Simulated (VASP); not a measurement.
Here is a VASP 6.6.1 calculation.

INCAR

```
  PREC = Accurate
  ENCUT = 520
  EDIFF = 1E-6
  ISMEAR = 0
  SIGMA = 0.1
  LREAL = False
  LASPH = True
  NELM = 150
  ALGO = Normal
  ISIF = 2
  LWAVE = False
  LCHARG = False
  ISPIN = 2
  MAGMOM = 0.93 0.93 0.93 0.93 0.93 0.93 0.93 0.93
  LORBIT = 11
  LMAXMIX = 4
  GGA = PE
  NBANDS = 54
```

KPOINTS

```
Automatic mesh
0
Gamma
  6 6 6
```

File POSCAR:

```
Ni
1.0
    5.0995156104      0.0000000000      0.0000000000
    0.0000000000     -5.0995156104      0.0000000000
    0.0000000000      0.0000000000     -5.0995156104
Ni
8
Direct
    0.5000000000      0.5000000000      1.0000000000
    0.0000000000      0.0000000000      1.0000000000
    0.0000000000      0.5000000000      0.5000000000
    0.5000000000      0.0000000000      0.5000000000
    0.2500000000      0.2500000000      0.2500000000
    0.7500000000      0.7500000000      0.2500000000
    0.7500000000      0.2500000000      0.7500000000
    0.2500000000      0.7500000000      0.7500000000
```

Potentials or basis: VASP PAW PBE potentials, release 64 (Ni).

Run with:

```sh
$ cat potpaw_PBE.64/Ni/POTCAR > POTCAR
$ mpirun -np 1 vasp_std > vasp.out
```

(1) Predict the net moment.

(2) What does it give for the pressure?

(3) Predict the site moments.

Results:

(1) 6.28 μB per cell.

(2) 0.1 GPa.

(3) Ni +0.79 μB.
